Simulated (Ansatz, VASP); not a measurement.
**One calculation of HgTe, two programs**

```
CELL_PARAMETERS angstrom
0.00000 3.17993 3.17993
3.17993 0.00000 3.17993
3.17993 3.17993 0.00000
ATOMIC_POSITIONS crystal
Hg 0.00000 0.00000 0.00000
Te 0.75000 0.75000 0.75000
```

Change from the starting cell: volume scaled by 0.96.

Alike in both runs: task single point; functional LDA; k mesh 11 × 11 × 11; occupations fermi-dirac, width 0.03 eV; no spin polarisation.

|  | VASP | Ansatz |
| --- | --- | --- |
| version | VASP 6.6.1 | Ansatz 0.2.0 |
| potentials or method | VASP PAW LDA potentials, release 64 (Hg, Te), cutoff 520 eV | all-electron LAPW, scalar-relativistic |

```tsv
	VASP	Ansatz	Ansatz less VASP
pressure (GPa)	2.1	1.8	-0.30
```

LDA's correlation is that of Perdew and Zunger in VASP and of Perdew and Wang (1992) in Ansatz. Ansatz ran all-electron here, and VASP with PAW potentials.

Spin-orbit coupling is off throughout.
